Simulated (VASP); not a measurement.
The system is BiS4.

```
Bi S
1.0
     4.89301    0.00000    0.00000
     0.00000    4.89301    0.00000
     0.00000    0.00000    4.89301
Bi S
1 4
Direct
  0.00000 0.00000 0.00000
  0.50000 0.50000 0.50000
  0.00000 0.50000 0.50000
  0.50000 0.00000 0.50000
  0.50000 0.50000 0.00000
```

The cell was generated, and may not be a known phase.

```yaml
Program: VASP 6.6.1
Task: relaxation of cell and atoms
Functional: PBE
Potentials_or_basis: VASP PAW PBE potentials, release 64 (Bi_d, S)
Cutoff: 600 eV
k_mesh: 4 × 4 × 4
Occupations: gaussian, width 0.1 eV
Spin: no spin polarisation
```

At the start: pressure -8.3 GPa; volume 23.43 Å³/atom.

Task: How do energy, volume and symmetry change on relaxing?

Result: Over 3 steps the energy falls by 108.7 meV/atom and the volume is 19.83 Å³/atom (-15.4 %); space group Pm-3m (No. 221, to 0.1 Å) before and after.

Step by step:
```csv
step,energy change (eV),largest force (eV/Å),pressure (GPa),volume (Å³)
1,0.0000,0.0000,-8.29,117.15
2,-0.5391,0.0000,1.07,97.77
3,-0.5437,0.0000,0.03,99.14
```

Final structure:
```cif
data_structure
_symmetry_space_group_name_H-M 'P 1'
_symmetry_Int_Tables_number 1
_cell_length_a 4.6282
_cell_length_b 4.6282
_cell_length_c 4.6282
_cell_angle_alpha 90.000
_cell_angle_beta 90.000
_cell_angle_gamma 90.000
_cell_volume 99.14
loop_
_atom_site_label
_atom_site_type_symbol
_atom_site_fract_x
_atom_site_fract_y
_atom_site_fract_z
_atom_site_occupancy
Bi1 Bi 0.00000 0.00000 0.00000 1
S1 S 0.50000 0.50000 0.50000 1
S2 S 0.00000 0.50000 0.50000 1
S3 S 0.50000 0.00000 0.50000 1
S4 S 0.50000 0.50000 0.00000 1
```

Caveat: the volume moved by over 15 % at a fixed basis, so the end points are rough.
